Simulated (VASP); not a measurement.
Input of a VASP 6.6.1 run:

Contents of INCAR:

```
PREC = Accurate
ENCUT = 500
EDIFF = 1E-6
ISMEAR = 0
SIGMA = 0.1
LREAL = False
LASPH = True
NELM = 120
ALGO = Normal
ISIF = 2
LWAVE = False
LCHARG = False
GGA = PE
NBANDS = 24
GGA_COMPAT = False
```

File KPOINTS:

```
Automatic mesh
0
Gamma
  12 12 12
```

File POSCAR:

```
ScAs4
1.0
   -4.2636528525      4.2636528525      1.6201325335
    4.2636528525     -4.2636528525      1.6201325335
    4.2636528525      4.2636528525     -1.6201325335
Sc As
1 4
Direct
    0.5000000000      0.5000000000      0.0000000000
    0.5000000000      0.8172179956      0.3172179956
    0.5000000000      0.1827820044      0.6827820044
    0.8172179956      0.5000000000      0.3172179956
    0.1827820044      0.5000000000      0.6827820044
```

Potentials or basis: VASP PAW PBE potentials, release 64 (Sc_sv, As).

Launch:

```bash
$ cat potpaw_PBE.64/Sc_sv/POTCAR potpaw_PBE.64/As/POTCAR > POTCAR
$ mpirun -np 1 vasp_std > vasp.out
```

Task: What does it give for the pressure?

Result: 0.1 GPa.

Task: What does it give for the largest force?

Result: 0.004 eV/Å.

Task: Predict the band gap on the k mesh.

Result: Zero (an odd number of electrons rules out a gap without spin polarisation).

Forces in eV/Å, atoms in the order of the input:
```
Sc   0.000  0.000  0.000
As  -0.004  0.000  0.000
As   0.004  0.000  0.000
As   0.000 -0.004  0.000
As   0.000  0.004  0.000
```
